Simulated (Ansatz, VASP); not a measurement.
## Two plane-wave programs on C

```
C
1.0
     0.00000    3.55380   -3.55380
    -3.55380    0.00000   -3.55380
    -3.55380    3.55380    0.00000
C
15
Direct
  0.25000 0.75000 0.25000
  0.75000 0.25000 0.25000
  0.25000 0.25000 0.25000
  0.75000 0.75000 0.75000
  0.25000 0.75000 0.75000
  0.75000 0.25000 0.75000
  0.25000 0.25000 0.75000
  0.87500 0.37500 0.37500
  0.37500 0.37500 0.37500
  0.91969 0.91969 0.23875
  0.37500 0.87500 0.37500
  0.87500 0.37500 0.87500
  0.37500 0.37500 0.87500
  0.87500 0.87500 0.87500
  0.37500 0.87500 0.87500
```

Change from the starting cell: C vacancy; atom 10 moved 0.125 of the way to it and -0.525 Å across, host rigid.

Alike in both runs: task single point; functional PBEsol; k mesh 6 × 6 × 6; occupations gaussian, width 0.05 eV; no spin polarisation.

|  | VASP | Ansatz |
| --- | --- | --- |
| version | VASP 6.6.1 | Ansatz 0.2.0 |
| potentials or method | VASP PAW PBE potentials, release 64 (C), cutoff 520 eV | scalar-relativistic, plane waves, PAW |
| valence electrons in the cell | 60 | 60 |

```tsv
	VASP	Ansatz	Ansatz less VASP
gap on the k mesh at the Fermi level (eV)	none	none	-
pressure (GPa)	-1.5	-2.6	-1.09
traceless stress, the component that is largest in VASP (GPa)	14.86	14.90	+0.046
rms of the force components (eV/Å)	1.715	1.718	+0.0027
```

VASP's potentials were made for PBE, not for PBEsol, and Ansatz warns of the same on its side. Atom by atom the forces differ by 0.017 eV/Å (rms over components). A gap of «none» marks a metal or a gap that the smearing closes. With one functional, cell and mesh, what is left measures potentials, basis and numerics.
